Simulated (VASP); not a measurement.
A run of VASP 6.6.1 is set up as follows.

File INCAR:

```
SYSTEM = TiNi
  ALGO = Fast
  EDIFF = 1E-6
  ENCUT = 520
  ISIF = 2
  ISMEAR = 0
  LASPH = .TRUE.
  LCHARG = .FALSE.
  LREAL = .FALSE.
  LWAVE = .FALSE.
  NBANDS = 30
  NELM = 80
  PREC = Accurate
  SIGMA = 0.1
```

Contents of KPOINTS:

```
k-points
0
G
  12 16 10
  0 0 0
```

Contents of POSCAR:

```
TiNi
1.0
    4.1661006723      0.0000000000      0.0000000000
    0.0000000000      2.8472993515      0.0000000000
    0.0000000000      0.0000000000      4.6018065832
Ti Ni
2 2
Direct
    0.2500000000      0.5000000000      0.7239651244
    0.7500000000      0.5000000000      0.2760348756
    0.2500000000      0.0000000000      0.1836489332
    0.7500000000      0.0000000000      0.8163510668
```

Potentials or basis: VASP PAW LDA potentials, release 64 (Ti_sv, Ni).

Run with:

```bash
$ cat potpaw_LDA.64/Ti_sv/POTCAR potpaw_LDA.64/Ni/POTCAR > POTCAR
$ mpirun -np 1 vasp_std > vasp.out
```

Task: Estimate the largest force.

Result: 0.196 eV/Å.

Task: Predict the pressure.

Result: -11.6 GPa.

Task: Estimate the band gap on the k mesh.

Result: Zero (bands 22 and 23 overlap by 1.03 eV).

Forces in eV/Å, atoms in the order of the input:
```
Ti   0.000  0.000  0.196
Ti   0.000  0.000 -0.196
Ni   0.000  0.000 -0.134
Ni   0.000  0.000  0.134
```

Caveat: the cell stands under tension. Spin polarisation is off, so any magnetic state and its effect on volume and gap are missing.
